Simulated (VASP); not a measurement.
**Ta2B2O: relaxation of cell and atoms with PBE**

Ta2B2O:

```
CELL_PARAMETERS angstrom
4.35513 0.00000 0.00000
0.00000 4.35513 0.00000
0.00000 0.00000 3.09159
ATOMIC_POSITIONS crystal
Ta 0.00000 0.50000 0.50000
Ta 0.50000 0.00000 0.50000
B 0.50000 0.50000 0.75019
B 0.50000 0.50000 0.24981
O 0.00000 0.00000 0.00000
```

The cell was built from a structure type or drawn by symmetry, and may not be a known phase.

```yaml
Program: VASP 6.6.1
Task: relaxation of cell and atoms
Functional: PBE
Potentials_or_basis: VASP PAW PBE potentials, release 64 (Ta_pv, B, O)
Cutoff: 600 eV
k_mesh: 10 × 10 × 12
Occupations: gaussian, width 0.1 eV
Spin: no spin polarisation
Dipole_correction: no
Further_INCAR_settings: ALGO = Normal; EDIFF = 1e-06; IBRION = 2; EDIFFG = -0.01; NSW = 100; ISIF = 3
```

```yaml
Relaxed_volume: 11.71 Å³/atom
Relaxed_cell: a = 4.305 Å, b = 4.305 Å, c = 3.160 Å, α = 90.00°, β = 90.00°, γ = 90.00°
Space_group_after_relaxing_to_0.1_Å: P4/mmm (No. 123)
Energy_gained_by_relaxing: 3.2 meV/atom
Ionic_steps: 11
Pressure_after_relaxing: 0.0 GPa
Band_gap_on_the_k_mesh: zero (bands 17 and 18 overlap by 1.10 eV)
```

The path:
| step | energy change (eV) | largest force (eV/Å) | pressure (GPa) | volume (Å³) |
| --- | --- | --- | --- | --- |
| 1 | 0.0000 | 0.1590 | 0.33 | 58.64 |
| 2 | -0.0038 | 0.6962 | -0.29 | 58.84 |
| 3 | -0.0053 | 0.4055 | -0.07 | 58.77 |
| 4 | -0.0109 | 0.1981 | -0.60 | 58.84 |
| 5 | -0.0141 | 0.0306 | -1.18 | 58.93 |
| 6 | -0.0142 | 0.0676 | -1.25 | 58.94 |
| 7 | -0.0157 | 0.0023 | -0.13 | 58.59 |
| 8 | -0.0157 | 0.0088 | -0.24 | 58.63 |
| 9 | -0.0157 | 0.0097 | -0.25 | 58.64 |
| 10 | -0.0158 | 0.0038 | -0.13 | 58.60 |
| 11 | -0.0159 | 0.0014 | -0.02 | 58.57 |

Final structure:
```
CELL_PARAMETERS angstrom
4.30488 0.00000 0.00000
0.00000 4.30488 0.00000
0.00000 0.00000 3.16047
ATOMIC_POSITIONS crystal
Ta 0.00000 0.50000 0.50000
Ta 0.50000 0.00000 0.50000
B 0.50000 0.50000 0.75202
B 0.50000 0.50000 0.24798
O 0.00000 0.00000 0.00000
```

Levels at points of the mesh, in eV from the Fermi level:
| k point | band 14 | band 15 | band 16 | band 17 | band 18 | band 19 | band 20 | band 21 |
| --- | --- | --- | --- | --- | --- | --- | --- | --- |
| (0.00, 0.00, 0.00) | -2.24 | -2.24 | -1.93 | -1.90 | -0.33 | -0.26 | -0.26 | 2.78 |
| (0.50, 0.00, 0.00) | -4.08 | -1.76 | -0.53 | -0.12 | -0.04 | 0.26 | 0.28 | 1.94 |
| (0.50, 0.50, 0.00) | -4.38 | -1.63 | -1.63 | -1.47 | 1.88 | 1.88 | 2.71 | 3.14 |
| (0.00, 0.00, 0.50) | -2.74 | -2.30 | 0.33 | 0.33 | 1.71 | 2.98 | 2.98 | 3.03 |
| (0.50, 0.00, 0.50) | -3.75 | -1.93 | -1.80 | -0.22 | 0.78 | 1.71 | 1.80 | 2.56 |
| (0.50, 0.50, 0.50) | -4.84 | -0.57 | -0.15 | -0.15 | 0.05 | 0.05 | 1.19 | 1.64 |

Run time: 10 min on 1 thread of AMD EPYC 9R45 96-Core Processor (Zen 5), with other jobs on the host, peak memory 0.34 GiB.

Caveat: spin-orbit coupling is left out, which moves the levels of the heavy elements.
